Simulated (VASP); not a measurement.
# Ti in VASP: further runs

The runs below take Ti through relaxation of cell and atoms, single point, relaxation of shape and atoms at fixed volume, with PBE.

All numbers are computed with VASP 6.6.1; they aren't measurements. Logs are shortened: lines on timing, memory, paths and dates and some standing lists are left out, and cuts for length are marked.

### 1 The cell of the first run

It takes space group P6_3/mmc (No. 194, hexagonal). Conventional cell: a = 2.950 Å, b = 2.950 Å, c = 4.686 Å, α = 90.00°, β = 90.00°, γ = 120.00°. Within 3.8 Å of Ti (site symmetry -6m2) lie 12 Ti at 2.90 to 2.95 Å.

### 2 Relaxation of cell and atoms, PBE

INCAR

```
SYSTEM = Ti
ALGO = Fast
EDIFF = 1E-7
EDIFFG = -0.005
ENCUT = 600
GGA = PE
IBRION = 2
ISIF = 3
ISMEAR = 0
LASPH = .TRUE.
LCHARG = .FALSE.
LREAL = .FALSE.
LWAVE = .FALSE.
NELM = 80
NSW = 100
PREC = Accurate
SIGMA = 0.1
```

KPOINTS

```
k-points
0
G
  18 18 10
  0 0 0
```

POSCAR

```
Ti
1.0
    2.9499978604      0.0000000000      0.0000000000
   -1.4749989302      2.5547730882      0.0000000000
    0.0000000000      0.0000000000      4.6860000000
Ti
2
Direct
    0.3333333333      0.6666666667      0.2500000000
    0.6666666667      0.3333333333      0.7500000000
```

Potentials or basis: VASP PAW PBE potentials, release 64 (Ti_sv).

Started as:

```sh
$ cat potpaw_PBE.64/Ti_sv/POTCAR > POTCAR
$ mpirun -np 1 vasp_std > vasp.out
```

OUTCAR:

```text
SYSTEM = Ti
   EDIFF = 1E-7
   EDIFFG = -0.005
   ENCUT = 600
   GGA = PE
   IBRION = 2
   ISIF = 3
   ISMEAR = 0
   LASPH = .TRUE.
   LREAL = .FALSE.
   NELM = 80
   NSW = 100
   PREC = Accurate

 ion  position               nearest neighbor table
   1  0.333  0.667  0.250-   2 2.90   2 2.90   2 2.90   2 2.90   2 2.90   2 2.90
   2  0.667  0.333  0.750-   1 2.90   1 2.90   1 2.90   1 2.90   1 2.90   1 2.90

  LATTYP: Found a hexagonal cell.
 ALAT       =     2.9499978604
 C/A-ratio  =     1.5884757284

  Lattice vectors:

 A1 = (   2.9499978604,   0.0000000000,   0.0000000000)
 A2 = (  -1.4749989302,   2.5547730882,   0.0000000000)
 A3 = (   0.0000000000,   0.0000000000,   4.6860000000)

Analysis of symmetry for initial positions (statically):
=====================================================================
 Subroutine PRICEL returns:
 Original cell was already a primitive cell.

 Routine SETGRP: Setting up the symmetry group for a
 hexagonal supercell.

 Subroutine GETGRP returns: Found 24 space group operations
 (whereof 12 operations were pure point group operations)
 out of a pool of 24 trial point group operations.

The static configuration has the point symmetry D_3d.
 The point group associated with its full space group is D_6h.

Analysis of symmetry for dynamics (positions and initial velocities):
=====================================================================
 Subroutine PRICEL returns:
 Original cell was already a primitive cell.

 Routine SETGRP: Setting up the symmetry group for a
 hexagonal supercell.

 Subroutine GETGRP returns: Found 24 space group operations
 (whereof 12 operations were pure point group operations)
 out of a pool of 24 trial point group operations.

The dynamic configuration has the point symmetry D_3d.
 The point group associated with its full space group is D_6h.

 Subroutine INISYM returns: Found 24 space group operations
 (whereof 12 operations are pure point group operations),
 and found     1 'primitive' translations

----------------------------------------------------------------------------------------

                                     Primitive cell

  volume of cell :      35.3164

  direct lattice vectors                    reciprocal lattice vectors
[... 91 lines left out ...]
   IBRION =      2    ionic relax: 0-MD 1-quasi-New 2-CG
   NFREE  =      1    steps in history (QN), initial steepest desc. (CG)
   ISIF   =      3    stress and relaxation
   ISYM   =      2    0-nonsym 1-usesym 2-fastsym
   POTIM  = 0.5000    time-step for ionic-motion
   TEBEG  =    0.0;   TEEND  =   0.0 temperature during run
   PSTRESS=    0.0 pullay stress
   NELECT =      24.0000    total number of electrons
   NUPDOWN=      -1.0000    fix difference up-down
   EMIN   =  10.00;   EMAX   =-10.00  energy-range for DOS
   EFERMI =   0.00;   METHOD = LEGACY
   ISMEAR =     0;   SIGMA  =   0.10  broadening in eV -4-tet -1-fermi 0-gaus
   EFERMI_NEDOS =   21; number of points for ismear=-14 and -15
   IALGO  =     68    algorithm
   IMIX   =      4    mixing-type and parameters
     AMIX     =   0.40;   BMIX     =  1.00
     AMIX_MAG =   1.60;   BMIX_MAG =  1.00
  volume/ion in A,a.u.               =      17.66       119.16
  Fermi-wavevector in a.u.,A,eV,Ry     =   1.439306  2.719894 28.185854  2.071602
  Thomas-Fermi vector in A             =   2.558176
   LORBIT       =      0    0 simple, 1 ext, 2 COOP (PROOUT), +10 PAW based schemes
   GGA     = PE    functional components
   LHFCALC =     F    Hartree Fock is set to
   AEXX    =    0.0000 exact exchange contribution
   IVDW    =     0    specifies the selected vdW correction
   LEPSILON=     F    determine dielectric tensor
   LRPA    =     F    only Hartree local field effects (RPA)
 conjugate gradient relaxation of ions
 non-spin polarized calculation
 RMM-DIIS sequential band-by-band and
 Gauss-broadening in eV      SIGMA  =   0.10
  energy-cutoff  :      600.00
  volume of cell :       35.32
 maximum number of plane-waves:      1194
 NGX is ok and might be reduce to    24

--------------------------------------- Ionic step        1  -------------------------------------------

 number of electron      23.9999997 magnetization

 Free energy of the ion-electron system (eV)
  ---------------------------------------------------
  ext. energy  EPLUGINS =         0.00000000
  ---------------------------------------------------
  free energy    TOTEN  =       -15.67310688 eV

  energy without entropy =      -15.66344315  energy(sigma->0) =      -15.66827502

------------------------ aborting loop because EDIFF is reached ----------------------------------------

  FORCE on cell =-STRESS in cart. coord.  units (eV):
  Direction    XX          YY          ZZ          XY          YZ          ZX
  --------------------------------------------------------------------------------------
  -------------------------------------------------------------------------------------
  Total       -0.4263088     -0.4263088     -0.5369363      0.0000000      0.0000000      0.0000000
  in kB      -19.3400930    -19.3400930    -24.3588630      0.0000000      0.0000000      0.0000000
  external PRESSURE =     -21.0130163 kB  Pullay stress =       0.0000000 kB
[... 275 lines left out ...]
--------------------------------------- Ionic step        9  -------------------------------------------

 number of electron      23.9999993 magnetization

 Free energy of the ion-electron system (eV)
  ---------------------------------------------------
  ext. energy  EPLUGINS =         0.00000000
  ---------------------------------------------------
  free energy    TOTEN  =       -15.67704493 eV

  energy without entropy =      -15.66765354  energy(sigma->0) =      -15.67234923

 E-fermi :   8.3575     XC(G=0): -11.5022

 val. band max:        8.3468413853   @ k =   0.1667   0.0000   0.1000
 cond. band min:       8.3735158223   @ k =   0.0556   0.0000   0.5000
 fundamental gap:      0.0266744370
 Fermi energy:         8.3575045630

 k-point     1 :       0.0000    0.0000    0.0000
  band No.  band energies     occupation
      1     -48.5129      2.00000
      2     -48.3751      2.00000
      3     -25.1038      2.00000
      4     -24.4577      2.00000
      5     -24.4577      2.00000
      6     -24.3921      2.00000
[... 433 lines left out ...]
      3     -24.9001      2.00000
      4     -24.7978      2.00000
      5     -24.7818      2.00000
      6     -24.6235      2.00000
[... 8 lines left out ...]
     15       9.5181      0.00000
     16      11.4567      0.00000

 [... further k-points ...]
[... 5 lines left out ...]
  --------------------------------------------------------------------------------------
  -------------------------------------------------------------------------------------
  Total       -0.0053493     -0.0053493     -0.0049100      0.0000000     -0.0000000      0.0000000
  in kB       -0.2469790     -0.2469790     -0.2266977      0.0000000     -0.0000000      0.0000000
  external PRESSURE =      -0.2402186 kB  Pullay stress =       0.0000000 kB
[... 17 lines left out ...]
  FREE ENERGIE OF THE ION-ELECTRON SYSTEM (eV)
  ---------------------------------------------------
  free  energy   TOTEN  =       -15.6770449278 eV

  energy  without entropy=      -15.6676535405  energy(sigma->0) =      -15.67234923

 reached required accuracy - stopping structural energy minimisation
```

OSZICAR:

```text
N       E                     dE             d eps       ncg     rms          rms(c)
DAV:   1     0.262007398027E+03    0.26201E+03   -0.14745E+04  7112   0.205E+03
DAV:   2     0.114081120874E+02   -0.25060E+03   -0.24929E+03  7336   0.520E+02
DAV:   3    -0.165142353942E+02   -0.27922E+02   -0.27771E+02 14064   0.140E+02
[... 247 lines left out ...]
DAV:   1    -0.156770516224E+02   -0.72210E-05   -0.43153E-04  9720   0.301E-01    0.199E-02
RMM:   2    -0.156770462180E+02    0.54044E-05   -0.17724E-05  8049   0.497E-02    0.990E-03
RMM:   3    -0.156770446580E+02    0.15600E-05   -0.47759E-06  9189   0.223E-02    0.871E-04
RMM:   4    -0.156770448357E+02   -0.17771E-06   -0.17425E-06  8432   0.969E-03    0.566E-04
RMM:   5    -0.156770449278E+02   -0.92079E-07   -0.52685E-07  6968   0.554E-03
   9 F= -.15677045E+02 E0= -.15672349E+02  d E =-.559923E-04
```

Wall time 13 min (1 thread of Intel Xeon 6975P-C (Granite Rapids), shared host); peak memory 0.3 GiB.

Results:

```
Free energy                           : -15.6770 eV
Relaxed volume                        : 17.35 Å³/atom
Relaxed cell                          : a = 2.937 Å, b = 2.937 Å, c = 4.646 Å, α = 90.00°, β = 90.00°, γ = 120.00°
Space group after relaxing (to 0.1 Å) : P6_3/mmc (No. 194)
Energy gained by relaxing             : 2.0 meV/atom
Ionic steps                           : 9
Pressure after relaxing               : 0.0 GPa
Band gap on the k mesh                : zero (bands 12 and 13 overlap by 1.10 eV)
```

Step by step:
| step | energy change (eV) | largest force (eV/Å) | pressure (GPa) | volume (Å³) |
| --- | --- | --- | --- | --- |
| 1 | 0.0000 | 0.0000 | -2.10 | 35.32 |
| 2 | 0.4861 | 0.0000 | 1.80 | 34.15 |
| 3 | -0.0039 | 0.0000 | 0.07 | 34.67 |
| 4 | -0.0039 | 0.0000 | 0.06 | 34.68 |
| 5 | -0.0039 | 0.0000 | -0.13 | 34.74 |
| 6 | -0.0039 | 0.0000 | -0.04 | 34.70 |
| 7 | -0.0039 | 0.0000 | -0.02 | 34.70 |
| 8 | -0.0039 | 0.0000 | -0.03 | 34.70 |
| 9 | -0.0039 | 0.0000 | -0.02 | 34.70 |

Final structure:
```
CELL_PARAMETERS angstrom
2.93671 0.00000 0.00000
-1.46835 2.54326 0.00000
0.00000 0.00000 4.64613
ATOMIC_POSITIONS crystal
Ti 0.33333 0.66667 0.25000
Ti 0.66667 0.33333 0.75000
```

### 3 Single point, PBE

This run uses another cell than the first one: it holds 4 atoms, not 2.

INCAR

```
SYSTEM = Ti
  ALGO = Fast
  EDIFF = 1E-6
  ENCUT = 520
  GGA = PE
  ISIF = 2
  ISMEAR = 0
  LASPH = .TRUE.
  LCHARG = .FALSE.
  LREAL = .FALSE.
  LWAVE = .FALSE.
  NBANDS = 32
  NELM = 60
  PREC = Accurate
  SIGMA = 0.1
```

KPOINTS

```
k-points
0
G
  14 10 8
  0 0 0
```

POSCAR

```
Ti
1.0
    1.4692290306      2.5447793290      0.0000000000
    0.0000000000      0.0000000000      4.6506340144
    4.4076870918     -2.5447793290      0.0000000000
Ti
4
Direct
    0.5000000000      0.2500000000      0.8333333333
    0.0000000000      0.2500000000      0.3333333333
    0.5000000000      0.7500000000      0.1666666667
    0.0000000000      0.7500000000      0.6666666667
```

Potentials or basis: VASP PAW PBE potentials, release 64 (Ti_sv).

Started as:

```sh
$ cat potpaw_PBE.64/Ti_sv/POTCAR > POTCAR
$ mpirun -np 1 vasp_std > vasp.out
```

OUTCAR:

```text
SYSTEM = Ti
   EDIFF = 1E-6
   ENCUT = 520
   GGA = PE
   ISIF = 2
   ISMEAR = 0
   LASPH = .TRUE.
   LREAL = .FALSE.
   NELM = 60
   PREC = Accurate

 ion  position               nearest neighbor table
   1  0.500  0.250  0.833-   4 2.88   4 2.88   4 2.88   4 2.88   3 2.88   3 2.88
   2  0.000  0.250  0.333-   3 2.88   3 2.88   3 2.88   3 2.88   4 2.88   4 2.88
   3  0.500  0.750  0.167-   2 2.88   2 2.88   2 2.88   2 2.88   1 2.88   1 2.88
   4  0.000  0.750  0.667-   1 2.88   1 2.88   1 2.88   1 2.88   2 2.88   2 2.88

[... 1057 lines left out ...]

 [... further k-points ...]
[... 5 lines left out ...]
  --------------------------------------------------------------------------------------
  -------------------------------------------------------------------------------------
  Total       -0.2546258     -0.2494872     -0.2579904      0.0044502     -0.0000000      0.0000000
  in kB       -5.8654490     -5.7470769     -5.9429535      0.1025132     -0.0000000      0.0000000
  external PRESSURE =      -5.8518264 kB  Pullay stress =       0.0000000 kB

 VOLUME and BASIS-vectors are now :
 -----------------------------------------------------------------------------
  energy-cutoff  :      520.00
  volume of cell :       69.55
      direct lattice vectors                 reciprocal lattice vectors
     1.469229031  2.544779329  0.000000000     0.170157269  0.294721036  0.000000000
     0.000000000  0.000000000  4.650634014     0.000000000  0.000000000  0.215024445
     4.407687092 -2.544779329  0.000000000     0.170157269 -0.098240345  0.000000000

 POSITION                                       TOTAL-FORCE (eV/Angst)
 -----------------------------------------------------------------------------------
      4.40769     -0.84826      1.16266        -0.000583      0.000337      0.000000
      1.46923     -0.84826      1.16266        -0.000583      0.000337      0.000000
      1.46923      0.84826      3.48798         0.000583     -0.000337     -0.000000
      2.93846     -1.69652      3.48798         0.000583     -0.000337      0.000000
 -----------------------------------------------------------------------------------
    total drift:                                0.000000      0.000000     -0.000000

  FREE ENERGIE OF THE ION-ELECTRON SYSTEM (eV)
  ---------------------------------------------------
  free  energy   TOTEN  =       -31.3543673690 eV

  energy  without entropy=      -31.3356925461  energy(sigma->0) =      -31.34502996
```

OSZICAR:

```text
N       E                     dE             d eps       ncg     rms          rms(c)
DAV:   1     0.623230828723E+03    0.62323E+03   -0.24547E+04 15456   0.188E+03
DAV:   2     0.458286280385E+02   -0.57740E+03   -0.56366E+03 15536   0.560E+02
DAV:   3    -0.275837518815E+02   -0.73412E+02   -0.70107E+02 25808   0.167E+02
[... 35 lines left out ...]
RMM:  39    -0.313543642039E+02   -0.11537E-05   -0.15878E-05 15792   0.135E-02    0.445E-02
RMM:  40    -0.313543652525E+02   -0.10486E-05   -0.14231E-05 14110   0.125E-02    0.448E-02
RMM:  41    -0.313543659881E+02   -0.73556E-06   -0.11358E-05 14937   0.120E-02    0.453E-02
RMM:  42    -0.313543667684E+02   -0.78033E-06   -0.10254E-05 14378   0.112E-02    0.461E-02
RMM:  43    -0.313543673690E+02   -0.60065E-06   -0.85125E-06 14038   0.108E-02
   1 F= -.31354367E+02 E0= -.31345030E+02  d E =-.186748E-01
```

stdout:

```text
POSCAR found type information on POSCAR Ti
 POSCAR found :  1 types and       4 ions
 scaLAPACK will be used
 LDA part: xc-table for (Slater+PW92), standard interpolation
 POSCAR, INCAR and KPOINTS ok, starting setup
 FFT: planning ... GRIDC
 FFT: planning ... GRID_SOFT
 FFT: planning ... GRID
 WAVECAR not read
 entering main loop
WARNING in EDDRMM: call to ZHEGV failed, returncode =   8  4     25
WARNING in EDDRMM: call to ZHEGV failed, returncode =   8  4     26
WARNING in EDDRMM: call to ZHEGV failed, returncode =   8  4     22
WARNING in EDDRMM: call to ZHEGV failed, returncode =   6  3     23
WARNING in EDDRMM: call to ZHEGV failed, returncode =   8  4     12
WARNING in EDDRMM: call to ZHEGV failed, returncode =   8  4     26
WARNING in EDDRMM: call to ZHEGV failed, returncode =   8  4     30
WARNING in EDDRMM: call to ZHEGV failed, returncode =   6  3     27
WARNING in EDDRMM: call to ZHEGV failed, returncode =   6  3     18
WARNING in EDDRMM: call to ZHEGV failed, returncode =   6  3     20
[... 14 lines left out ...]
WARNING in EDDRMM: call to ZHEGV failed, returncode =   8  4     30
WARNING in EDDRMM: call to ZHEGV failed, returncode =   8  4     30
WARNING in EDDRMM: call to ZHEGV failed, returncode =   6  3      7
WARNING in EDDRMM: call to ZHEGV failed, returncode =   8  4     31
WARNING in EDDRMM: call to ZHEGV failed, returncode =   8  4     20
WARNING in EDDRMM: call to ZHEGV failed, returncode =   8  4     12
WARNING in EDDRMM: call to ZHEGV failed, returncode =   6  3     19
WARNING in EDDRMM: call to ZHEGV failed, returncode =   8  4      7
WARNING in EDDRMM: call to ZHEGV failed, returncode =   8  4     32
WARNING in EDDRMM: call to ZHEGV failed, returncode =   6  3     27
```

Wall time 10 min (1 thread of Intel Xeon 6975P-C (Granite Rapids), shared host); peak memory 0.46 GiB.

Results:

* Free energy: -31.3544 eV
* Pressure: -0.6 GPa
* Band gap on the k mesh: zero (bands 24 and 25 overlap by 0.96 eV)

(Continued in part 2 of 2.)
